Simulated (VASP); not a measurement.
# Ga2S: single point with PBE

Ga2S:

```xyz
3
Lattice="0.0000 3.3352 3.3352 3.3352 0.0000 3.3352 3.3352 3.3352 0.0000" Properties=species:S:1:pos:R:3 pbc="T T T"
Ga    1.6676    1.6676    1.6676
Ga    5.0028    5.0028    5.0028
S     0.0000    0.0000    0.0000
```

- Program: VASP 6.6.1
- Task: single point
- Functional: PBE
- Potentials or basis: VASP PAW PBE potentials, release 64 (Ga_d, S)
- Cutoff: 520 eV
- k mesh: 6 × 6 × 6
- Occupations: gaussian, width 0.1 eV
- Spin: no spin polarisation

The pressure is 0.1 GPa. The band gap on the k mesh is zero (bands 16 and 17 overlap by 0.36 eV).

Levels at points of the mesh, in eV from the Fermi level:
| k point | band 14 | band 15 | band 16 | band 17 | band 18 | band 19 |
| --- | --- | --- | --- | --- | --- | --- |
| (0.00, 0.00, 0.00) | -2.90 | -2.90 | -1.84 | 0.53 | 0.53 | 0.53 |
| (0.50, 0.00, 0.00) | -3.40 | -3.40 | 0.34 | 1.27 | 1.27 | 2.97 |
| (0.50, 0.50, 0.00) | -4.20 | -4.13 | -0.96 | 0.81 | 3.55 | 3.55 |

It took 61 s on 1 thread of Intel Xeon 8259CL, with other jobs on the host, peak memory 0.2 GiB.
